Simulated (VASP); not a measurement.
A run of VASP 6.6.1 is set up as follows.

POSCAR

```
BAs
1.0
    2.4896723547      0.0000000000      0.0000000000
    0.0000000000      2.5654579415      0.0000000000
    0.0000000000      0.0000000000      4.5716462884
B As
1 1
Direct
    0.0000000000      0.5000000000      0.0000000000
    0.5000000000      0.5000000000      0.5000000000
```

INCAR.step1

```
SYSTEM = BAs
PREC = Accurate ; ENCUT = 420
EDIFF = 1E-5 ; ISMEAR = -1
SIGMA = 0.05 ; LREAL = .False.
LASPH = .True. ; NELM = 120
ALGO = Normal ; ISIF = 2
LWAVE = .True. ; GGA = PE
NBANDS = 16 ; GGA_COMPAT = .False.
```

The input INCAR.step2:

```
SYSTEM = BAs
PREC = Accurate ; ENCUT = 420
EDIFF = 1E-6 ; ISMEAR = -1
SIGMA = 0.05 ; LREAL = .False.
LASPH = .True. ; NELM = 120
ALGO = Normal ; ISIF = 2
LWAVE = .False. ; LCHARG = .True.
GGA = B3 ; LHFCALC = .True.
AEXX = 0.2 ; AGGAX = 0.72
AGGAC = 0.81 ; ALDAC = 0.19
PRECFOCK = Normal ; LELF = .True.
LVHAR = .True. ; ISTART = 1
NBANDS = 16 ; GGA_COMPAT = .False.
```

Contents of KPOINTS:

```
Automatic mesh
0
Gamma
  6 4 3
  0 0 0
```

Potentials or basis: VASP PAW PBE potentials, release 64 (B, As_d).

The run is started by

```sh
$ cat potpaw_PBE.64/B/POTCAR potpaw_PBE.64/As_d/POTCAR > POTCAR
$ cp INCAR.step1 INCAR
$ mpirun -np 1 vasp_std > vasp.out
$ cp INCAR.step2 INCAR
$ mpirun -np 1 vasp_std > vasp.out
```

(1) Estimate the band gap on the k mesh.

(2) Estimate the pressure.

Answers

(1) zero (bands 9 and 10 overlap by 7.52 eV).

(2) 0.2 GPa.

Caveat: the k points lie up to 0.61 Å⁻¹ apart, too coarse for converged energies and pressures of a metal; the PAW data sets were made with another functional, which shifts forces and pressure a little.
